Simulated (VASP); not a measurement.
# CuSi16 (a cell with a defect) in VASP: a series of runs, part 2 of 2

VASP 6.6.1.

### 4 Single point, PBEsol

Input file INCAR:

```
ALGO = Normal ; EDIFF = 1E-6
ENCUT = 520 ; GGA = PS
ISIF = 2 ; ISMEAR = -1
LASPH = T ; LCHARG = F
LREAL = Auto ; LWAVE = F
NBANDS = 52 ; NELECT = 74.0
NELM = 80 ; PREC = Accurate
SIGMA = 0.05
```

Input file KPOINTS:

```
k-points
0
Gamma
  2 2 2
```

Input file POSCAR:

```
CuSi16
1.0
    0.0000000000      5.4300000000      5.4300000000
    5.4300000000      0.0000000000      5.4300000000
    5.4300000000      5.4300000000      0.0000000000
Si Cu
16 1
Direct
    0.0059542357      0.0055162983     -0.0205148250
    0.1268076427      0.1263627072      0.1116767035
   -0.0143344383     -0.0147290976      0.4859267035
    0.1098800184      0.1098304788      0.6096930939
    0.0045269797      0.4994385820      0.0002831492
    0.1354154696      0.6204508287      0.1207786372
    0.0057808471      0.4794858195      0.5060591160
    0.1268837017      0.6111516575      0.6271420810
    0.4999013812      0.0039562615      0.0002474217
    0.6207541436      0.1349209945      0.1208097606
    0.4795966851      0.0054093923      0.5061270718
    0.6114850829      0.1264108656      0.6271136280
    0.5077285451      0.5071784530      0.0080924494
    0.6314132597      0.6308679558      0.1317156538
    0.4999913444      0.4994931860      0.5048508287
    0.6206495396      0.6203756906      0.6357151013
    0.8424593923      0.8423037753      0.3424487109
```

Started as:

```sh
cat potpaw_PBE.64/Si/POTCAR potpaw_PBE.64/Cu/POTCAR > POTCAR
mpirun -np 1 vasp_std > vasp.out
```

It took 6.3 min on 1 thread of Intel Xeon Platinum 8488C (Sapphire Rapids), shared host; peak memory 0.5 GiB.

It converged, with:

| Property | Result |
| --- | --- |
| Free energy | -100.0983 eV |
| Largest force | 0.015 eV/Å |

Forces in eV/Å, atoms in the order of the input:
```
Si  -0.005 -0.006  0.011
Si  -0.002 -0.002 -0.012
Si   0.004  0.004  0.004
Si  -0.001  0.000 -0.003
Si   0.001  0.003  0.004
Si   0.002 -0.001 -0.002
Si  -0.007  0.012 -0.007
Si  -0.002 -0.011 -0.003
Si   0.005  0.000  0.005
Si  -0.001  0.003 -0.002
Si   0.012 -0.006 -0.005
Si  -0.012 -0.002 -0.002
Si  -0.006 -0.007 -0.004
Si   0.007  0.007  0.008
Si   0.004  0.003  0.001
Si  -0.002 -0.001  0.002
Cu   0.003  0.004  0.004
```

Levels at points of the mesh, in eV from the Fermi level:
| k point | band 33 | band 34 | band 35 | band 36 | band 37 | band 38 | band 39 | band 40 | band 41 | band 42 |
| --- | --- | --- | --- | --- | --- | --- | --- | --- | --- | --- |
| (0.00, 0.00, 0.00) | -1.08 | -1.07 | -0.69 | -0.19 | 0.00 | 0.00 | 0.25 | 0.49 | 0.49 | 0.60 |
| (0.50, 0.00, 0.00) | -2.05 | -0.95 | -0.90 | -0.88 | -0.77 | 0.46 | 1.04 | 1.13 | 1.22 | 1.34 |
| (0.00, 0.50, 0.00) | -2.05 | -0.95 | -0.90 | -0.88 | -0.77 | 0.46 | 1.03 | 1.13 | 1.22 | 1.34 |
| (0.00, 0.00, 0.50) | -2.05 | -0.95 | -0.90 | -0.88 | -0.77 | 0.45 | 1.04 | 1.13 | 1.22 | 1.34 |
| (0.50, 0.50, 0.50) | -2.17 | -0.90 | -0.90 | -0.59 | -0.58 | 0.44 | 0.89 | 1.27 | 1.28 | 1.48 |
| (0.50, 0.50, 0.00) | -1.86 | -1.52 | -1.50 | -1.43 | -1.13 | 0.59 | 0.88 | 1.85 | 1.98 | 2.10 |
| (0.00, 0.50, 0.50) | -1.86 | -1.52 | -1.50 | -1.43 | -1.13 | 0.59 | 0.88 | 1.85 | 1.98 | 2.10 |
| (0.50, 0.00, 0.50) | -1.85 | -1.52 | -1.50 | -1.43 | -1.13 | 0.59 | 0.88 | 1.85 | 1.98 | 2.10 |

Caveat: the k points lie up to 0.50 Å⁻¹ apart; the cell carries a net charge on a neutralising background, which shifts energy and pressure; the cell is charged against a uniform background, so pressure and absolute levels hang on convention; the PAW data sets were made with another functional, which shifts forces and pressure a little.

### 5 Single point, PBEsol

Input file INCAR:

```
ALGO     = Normal         # electronic algorithm
EDIFF    = 1E-7           # SCF threshold, eV
ENCUT    = 520            # plane-wave cutoff, eV
GGA      = PS             # functional
ISIF     = 2              # what is computed and relaxed
ISMEAR   = -1             # smearing method
LASPH    = True           # aspherical terms in the spheres
LCHARG   = False          # write CHGCAR
LREAL    = Auto         
LWAVE    = False          # write WAVECAR
NBANDS   = 52             # bands
NELECT   = 74.0         
NELM     = 80             # most SCF steps
PREC     = Accurate       # precision mode
SIGMA    = 0.05           # smearing width, eV
```

KPOINTS is that of step 4.

Input file POSCAR:

```
CuSi16
1.0
    0.0000000000      5.4300000000      5.4300000000
    5.4300000000      0.0000000000      5.4300000000
    5.4300000000      5.4300000000      0.0000000000
Si Cu
16 1
Direct
    0.0051373849      0.0019134438     -0.0100383057
    0.1324875691      0.1249779926      0.1135264273
   -0.0075462247     -0.0153629834      0.4873128913
    0.0957533149      0.1187654696      0.6215730203
    0.0084264273      0.4979275322      0.0008872007
    0.1358747698      0.6207963168      0.1236471455
    0.0055546041      0.4874115101      0.5042363720
    0.1323585635      0.6108073665      0.6280060773
    0.5067139963     -0.0020869245     -0.0022955801
    0.6162081031      0.1306895028      0.1277368324
    0.4675092081      0.0082390424      0.5102513812
    0.6138453039      0.1218471455      0.6249136280
    0.5103666667      0.5026806630      0.0049038674
    0.6347649171      0.6253627072      0.1290658379
    0.5065317680      0.4946498158      0.5015288214
    0.6167535912      0.6252023941      0.6329837937
    0.8360119705      0.8557025783      0.3581327808
```

Started as:

```sh
cat potpaw_PBE.64/Si/POTCAR potpaw_PBE.64/Cu/POTCAR > POTCAR
mpirun -np 1 vasp_std > vasp.out
```

Run time: 6.3 min. Hardware: 1 thread of Intel Xeon Platinum 8488C (Sapphire Rapids), shared host; peak memory 0.5 GiB.

The run converged. Its results:

```
Free energy   : -100.0886 eV
Largest force : 0.037 eV/Å
```

Forces in eV/Å, atoms in the order of the input:
```
Si  -0.009 -0.013 -0.001
Si   0.001 -0.009  0.006
Si   0.009 -0.005 -0.010
Si  -0.020 -0.002  0.010
Si   0.008  0.002 -0.001
Si   0.005 -0.011  0.012
Si  -0.009  0.018 -0.031
Si   0.003  0.002 -0.005
Si   0.017  0.001 -0.001
Si  -0.008  0.001  0.018
Si  -0.006  0.008 -0.011
Si   0.005  0.007  0.008
Si   0.014  0.001 -0.008
Si   0.006 -0.001  0.009
Si   0.008 -0.005  0.001
Si   0.007  0.007  0.004
Cu  -0.033  0.000  0.000
```

Levels at points of the mesh, in eV from the Fermi level:
| k point | band 34 | band 35 | band 36 | band 37 | band 38 | band 39 | band 40 | band 41 |
| --- | --- | --- | --- | --- | --- | --- | --- | --- |
| (0.00, 0.00, 0.00) | -0.98 | -0.70 | -0.20 | -0.09 | 0.09 | 0.34 | 0.48 | 0.51 |
| (0.50, 0.00, 0.00) | -0.94 | -0.88 | -0.84 | -0.80 | 0.39 | 1.10 | 1.17 | 1.23 |
| (0.00, 0.50, 0.00) | -0.92 | -0.89 | -0.85 | -0.75 | 0.47 | 1.02 | 1.18 | 1.20 |
| (0.00, 0.00, 0.50) | -0.92 | -0.88 | -0.84 | -0.74 | 0.47 | 1.03 | 1.18 | 1.20 |
| (0.50, 0.50, 0.50) | -0.90 | -0.89 | -0.69 | -0.54 | 0.45 | 0.91 | 1.22 | 1.28 |
| (0.50, 0.50, 0.00) | -1.54 | -1.45 | -1.43 | -1.06 | 0.58 | 0.92 | 1.88 | 1.98 |
| (0.00, 0.50, 0.50) | -1.51 | -1.50 | -1.41 | -1.11 | 0.59 | 0.91 | 1.89 | 1.97 |
| (0.50, 0.00, 0.50) | -1.53 | -1.46 | -1.43 | -1.06 | 0.58 | 0.92 | 1.88 | 1.98 |

Caveat: the k points lie up to 0.50 Å⁻¹ apart; the cell carries a net charge on a neutralising background, which shifts energy and pressure; the cell is charged against a uniform background, so pressure and absolute levels hang on convention; the PAW data sets were made with another functional, which shifts forces and pressure a little.
